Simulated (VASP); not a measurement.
# V (P6/mmm) in VASP: single point with PBE

Aim: the single point of V with PBE.

Program: VASP 6.6.1. These are calculated values, not measurements. Logs are shortened: lines on timing, memory, paths and dates and some standing lists are left out, and cuts for length are marked.

## (1) The cell of the first run

The structure is hexagonal, space group P6/mmm (No. 191). Conventional cell: a = 2.465 Å, b = 2.465 Å, c = 2.293 Å, α = 90.00°, β = 90.00°, γ = 120.00°. Within 3.0 Å of V (site symmetry 6/mmm) lie 8 V at 2.29 to 2.47 Å.

## (2) Single point, PBE (volume scaled by 0.85)

Input file INCAR:

```
SYSTEM = V
ALGO = Normal
EDIFF = 1E-6
ENCUT = 520
GGA = PE
ISIF = 2
ISMEAR = -1
LASPH = .True.
LCHARG = .False.
LREAL = .False.
LWAVE = .False.
NBANDS = 12
NELM = 60
PREC = Accurate
SIGMA = 0.05
```

Input file KPOINTS:

```
k-points
0
Gamma
  17 17 15
  0 0 0
```

Input file POSCAR:

```
V
1.0
    2.4652151133      0.0000000000      0.0000000000
   -1.2326075566      2.1349389139      0.0000000000
    0.0000000000      0.0000000000      2.2932639287
V
1
Direct
    0.0000000000      0.0000000000      0.0000000000
```

Potentials or basis: VASP PAW PBE potentials, release 64 (V_sv).

Started as:

```sh
cat potpaw_PBE.64/V_sv/POTCAR > POTCAR
mpirun -np 1 vasp_std > vasp.out
```

OUTCAR:

```text
SYSTEM = V
   EDIFF = 1E-6
   ENCUT = 520
   GGA = PE
   ISIF = 2
   ISMEAR = -1
   LASPH = .True.
   LREAL = .False.
   NELM = 60
   PREC = Accurate

 ion  position               nearest neighbor table
   1  0.000  0.000  0.000-

  LATTYP: Found a hexagonal cell.
 ALAT       =     2.4652151133
 C/A-ratio  =     0.9302490141

  Lattice vectors:

 A1 = (   2.4652151133,   0.0000000000,   0.0000000000)
 A2 = (  -1.2326075566,   2.1349389139,   0.0000000000)
 A3 = (   0.0000000000,   0.0000000000,   2.2932639287)

Analysis of symmetry for initial positions (statically):
=====================================================================
 Subroutine PRICEL returns:
 Original cell was already a primitive cell.

 Routine SETGRP: Setting up the symmetry group for a
 hexagonal supercell.

 Subroutine GETGRP returns: Found 24 space group operations
 (whereof 24 operations were pure point group operations)
 out of a pool of 24 trial point group operations.

The static configuration has the point symmetry D_6h.

Analysis of symmetry for dynamics (positions and initial velocities):
=====================================================================
 Subroutine PRICEL returns:
 Original cell was already a primitive cell.

 Routine SETGRP: Setting up the symmetry group for a
 hexagonal supercell.

 Subroutine GETGRP returns: Found 24 space group operations
 (whereof 24 operations were pure point group operations)
 out of a pool of 24 trial point group operations.

The dynamic configuration has the point symmetry D_6h.

 Subroutine INISYM returns: Found 24 space group operations
 (whereof 24 operations are pure point group operations),
 and found     1 'primitive' translations

----------------------------------------------------------------------------------------

                                     Primitive cell

  volume of cell :      12.0696

  direct lattice vectors                    reciprocal lattice vectors
     2.465215113  0.000000000  0.000000000     0.405644114  0.234198738  0.000000000
    -1.232607557  2.134938914  0.000000000     0.000000000  0.468397477  0.000000000
     0.000000000  0.000000000  2.293263929     0.000000000  0.000000000  0.436059708

  length of vectors
     2.465215113  2.465215113  2.293263929     0.468397477  0.468397477  0.436059708

  position of ions in fractional coordinates (direct lattice)
     0.000000000  0.000000000  0.000000000

  ion indices of the primitive-cell ions
   primitive index   ion index
                 1           1

----------------------------------------------------------------------------------------

 KPOINTS: k-points

Automatic generation of k-mesh.
 Grid dimensions read from file:
 generate k-points for:   17   17   15

 Generating k-lattice:

  Cartesian coordinates                     Fractional coordinates (reciprocal lattice)
     0.023861418  0.013776396  0.000000000     0.058823529  0.000000000  0.000000000
     0.000000000  0.027552793  0.000000000     0.000000000  0.058823529  0.000000000
     0.000000000  0.000000000  0.029070647     0.000000000  0.000000000  0.066666667

  Length of vectors
     0.027552793  0.027552793  0.029070647

  Shift w.r.t. Gamma in fractional coordinates (k-lattice)
     0.000000000  0.000000000  0.000000000

 Subroutine IBZKPT returns following result:
 ===========================================

 Found    264 irreducible k-points:

 Following reciprocal coordinates:
            Coordinates               Weight
  0.000000  0.000000  0.000000      1.000000
  0.058824  0.000000  0.000000      6.000000
  0.117647  0.000000  0.000000      6.000000
  0.176471  0.000000  0.000000      6.000000
  0.235294  0.000000  0.000000      6.000000
  0.294118  0.000000  0.000000      6.000000
[... 16 lines left out ...]
  0.411765  0.117647  0.000000     12.000000
  0.176471  0.176471  0.000000      6.000000
 [... further k-points ...]
   k-points           NKPTS =    264   k-points in BZ     NKDIM =    264   number of bands    NBANDS=     12
   number of dos      NEDOS =    301   number of ions     NIONS =      1
   total plane-waves  NPLWV =   5832
   dimension x,y,z NGX =    18 NGY =   18 NGZ =   18
   dimension x,y,z NGXF=    36 NGYF=   36 NGZF=   36
   ions per type =               1
   NGX,Y,Z   is equivalent  to a cutoff of  12.14, 12.14, 13.05 a.u.
   NGXF,Y,Z  is equivalent  to a cutoff of  24.28, 24.28, 26.10 a.u.
 SYSTEM =  V
   PREC   = accura    normal or accurate (medium, high low for compatibility)
   ISTART =      0    job   : 0-new  1-cont  2-samecut
   ICHARG =      2    charge: 1-file 2-atom 10-const
   ISPIN  =      1    spin polarized calculation?
   LNONCOLLINEAR =      F non collinear calculations
   LSORBIT =      F    spin-orbit coupling
   LASPH  =      T    aspherical Exc in radial PAW
   ENCUT  =  520.0 eV  38.22 Ry    6.18 a.u.   4.58  4.58  4.26*2*pi/ulx,y,z
   NELM   =     60;   NELMIN=  2; NELMDL= -5     # of ELM steps
   EDIFF  = 0.1E-05   stopping-criterion for ELM
   LREAL  =      F    real-space projection
   EDIFFG = 0.1E-04   stopping-criterion for IOM
   NSW    =      0    number of steps for IOM
   IBRION =     -1    ionic relax: 0-MD 1-quasi-New 2-CG
   NFREE  =      0    steps in history (QN), initial steepest desc. (CG)
   ISIF   =      2    stress and relaxation
   ISYM   =      2    0-nonsym 1-usesym 2-fastsym
   POTIM  = 0.5000    time-step for ionic-motion
   TEBEG  =    0.0;   TEEND  =   0.0 temperature during run
   PSTRESS=    0.0 pullay stress
   NELECT =      13.0000    total number of electrons
   NUPDOWN=      -1.0000    fix difference up-down
   EMIN   =  10.00;   EMAX   =-10.00  energy-range for DOS
   EFERMI =   0.00;   METHOD = LEGACY
   ISMEAR =    -1;   SIGMA  =   0.05  broadening in eV -4-tet -1-fermi 0-gaus
   EFERMI_NEDOS =   21; number of points for ismear=-14 and -15
   IALGO  =     38    algorithm
   IMIX   =      4    mixing-type and parameters
     AMIX     =   0.40;   BMIX     =  1.00
     AMIX_MAG =   1.60;   BMIX_MAG =  1.00
  volume/ion in A,a.u.               =      12.07        81.45
  Fermi-wavevector in a.u.,A,eV,Ry     =   1.678126  3.171198 38.315450  2.816106
  Thomas-Fermi vector in A             =   2.762270
   LORBIT       =      0    0 simple, 1 ext, 2 COOP (PROOUT), +10 PAW based schemes
   GGA     = PE    functional components
   LHFCALC =     F    Hartree Fock is set to
   AEXX    =    0.0000 exact exchange contribution
   IVDW    =     0    specifies the selected vdW correction
   LEPSILON=     F    determine dielectric tensor
   LRPA    =     F    only Hartree local field effects (RPA)
 non-spin polarized calculation
  energy-cutoff  :      520.00
  volume of cell :       12.07
 maximum number of plane-waves:       336
   NGX =  9   NGY =  9   NGZ =  9

 number of electron      12.9999986 magnetization

 Free energy of the ion-electron system (eV)
  ---------------------------------------------------
  ext. energy  EPLUGINS =         0.00000000
  ---------------------------------------------------
  free energy    TOTEN  =        -8.31009498 eV

  energy without entropy =       -8.30003273  energy(sigma->0) =       -8.30506385

 E-fermi :  11.5655     XC(G=0): -13.4505

 val. band max:       11.5546699223   @ k =   0.2941   0.1765   0.2000
 cond. band min:      11.5762341216   @ k =   0.0588   0.0000   0.0000
 fundamental gap:      0.0215641993
 Fermi energy:        11.5654551524

 k-point     1 :       0.0000    0.0000    0.0000
  band No.  band energies     occupation
      1     -52.5413      2.00000
      2     -25.4948      2.00000
      3     -25.4948      2.00000
      4     -25.4304      2.00000
      5       4.4826      2.00000
      6       8.5957      2.00000
      7      11.6978      0.13232
      8      11.6978      0.13232
      9      15.5961      0.00000
     10      15.5961      0.00000
     11      30.0518      0.00000
     12      32.0535      0.00000

 k-point     2 :       0.0588    0.0000    0.0000
  band No.  band energies     occupation
      1     -52.5310      2.00000
      2     -25.5463      2.00000
      3     -25.5059      2.00000
      4     -25.4251      2.00000
      5       4.6267      2.00000
      6       8.6502      2.00000
      7      11.5762      0.89263
      8      11.8065      0.01599
      9      15.5023      0.00000
     10      15.5803      0.00000
     11      30.1297      0.00000
     12      32.2765      0.00000

 k-point     3 :       0.1176    0.0000    0.0000
  band No.  band energies     occupation
      1     -52.5016      2.00000
      2     -25.6926      2.00000
      3     -25.5377      2.00000
      4     -25.4098      2.00000
      5       5.0425      2.00000
      6       8.8046      2.00000
      7      11.2566      1.99586
      8      12.1251      0.00003
      9      15.2428      0.00000
     10      15.5351      0.00000
     11      30.1342      0.00000
     12      32.9196      0.00000
[... 286 lines left out ...]
 k-point    23 :       0.4118    0.1176    0.0000
  band No.  band energies     occupation
      1     -52.2229      2.00000
      2     -26.8682      2.00000
      3     -25.9392      2.00000
      4     -25.2678      2.00000
      5       8.0326      2.00000
      6       9.7448      2.00000
      7      11.8134      0.01395
      8      13.4379      0.00000
      9      14.9375      0.00000
     10      16.5752      0.00000
     11      21.8802      0.00000
     12      26.7403      0.00000

 k-point    24 :       0.1765    0.1765    0.0000
  band No.  band energies     occupation
      1     -52.3324      2.00000
      2     -26.4040      2.00000
      3     -25.8075      2.00000
      4     -25.3231      2.00000
      5       7.5767      2.00000
      6       9.6935      2.00000
      7       9.8239      2.00000
      8      14.1002      0.00000
      9      14.5503      0.00000
     10      15.1294      0.00000
     11      26.7708      0.00000
     12      28.0675      0.00000

 [... further k-points ...]
[... 5 lines left out ...]
  --------------------------------------------------------------------------------------
  -------------------------------------------------------------------------------------
  Total        2.6267444      2.6267444      2.6735865      0.0000000      0.0000000      0.0000000
  in kB      348.6856554    348.6856554    354.9036818      0.0000000      0.0000000      0.0000000
  external PRESSURE =     350.7583309 kB  Pullay stress =       0.0000000 kB

 VOLUME and BASIS-vectors are now :
 -----------------------------------------------------------------------------
  energy-cutoff  :      520.00
  volume of cell :       12.07
      direct lattice vectors                 reciprocal lattice vectors
     2.465215113  0.000000000  0.000000000     0.405644114  0.234198738  0.000000000
    -1.232607557  2.134938914  0.000000000     0.000000000  0.468397477  0.000000000
     0.000000000  0.000000000  2.293263929     0.000000000  0.000000000  0.436059708

 POSITION                                       TOTAL-FORCE (eV/Angst)
 -----------------------------------------------------------------------------------
      0.00000      0.00000      0.00000        -0.000000      0.000000      0.000000
 -----------------------------------------------------------------------------------
    total drift:                               -0.000000      0.000000      0.000000

  FREE ENERGIE OF THE ION-ELECTRON SYSTEM (eV)
  ---------------------------------------------------
  free  energy   TOTEN  =        -8.3100949781 eV

  energy  without entropy=       -8.3000327311  energy(sigma->0) =       -8.30506385
```

It took 10 s on 1 thread of Intel Xeon 6975P-C (Granite Rapids), shared host; peak memory 0.14 GiB.

Results:

- Free energy: -8.3101 eV
- Pressure: 35.1 GPa
